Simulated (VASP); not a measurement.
GaN:

```
Ga N
1.0
     3.18900    0.00000    0.00000
    -1.59450    2.76176    0.00000
     0.00000    0.00000    5.18500
Ga N
2 2
Direct
  0.33333 0.66667 0.00000
  0.66667 0.33333 0.50000
  0.33333 0.66667 0.37700
  0.66667 0.33333 0.87700
```

Base run:

- Program: VASP 6.6.1
- Functional: r2SCAN
- Potentials or basis: VASP PAW PBE potentials, release 64 (Ga_d, N)
- Cutoff: 520 eV
- k mesh: 8 × 8 × 5
- Occupations: gaussian, width 0.05 eV
- Spin: no spin polarisation

Its results: band gap on the k mesh 2.32 eV; pressure 0.3 GPa.

The run is repeated on the same cell with these changes: functional from r2SCAN to PBE. What comes out?

Band gap on the k mesh 1.92 eV; pressure 5.5 GPa.

Caveats: the PAW data sets were made with another functional, which shifts forces and pressure a little (at least some runs); the cell stands under pressure (at least some runs).

